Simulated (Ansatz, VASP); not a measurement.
## MgSe: VASP beside Ansatz

```xyz
2
Lattice="0.0000 2.7322 2.7322 2.7322 0.0000 2.7322 2.7322 2.7322 0.0000" Properties=species:S:1:pos:R:3 pbc="T T T"
Mg    0.0000    0.0000    0.0000
Se    2.7322    2.7322    2.7322
```

Alike in both runs: task single point; functional PBE; k mesh 8 × 8 × 8; no spin polarisation.

|  | VASP | Ansatz |
| --- | --- | --- |
| version | VASP 6.6.1 | Ansatz 0.2.0 |
| potentials or method | VASP PAW PBE potentials, release 64 (Mg, Se), cutoff 600 eV | PAW plane waves |
| occupations | fermi-dirac, width 0.1 eV | fermi-dirac |
| valence electrons in the cell | 8 | 26 |

```tsv
	VASP	Ansatz	Ansatz less VASP
pressure (GPa)	1.4	1.5	+0.12
```

VASP's potentials hold 8 valence electrons a cell and Ansatz's 26, so a difference there can come from the potentials and not from the codes.
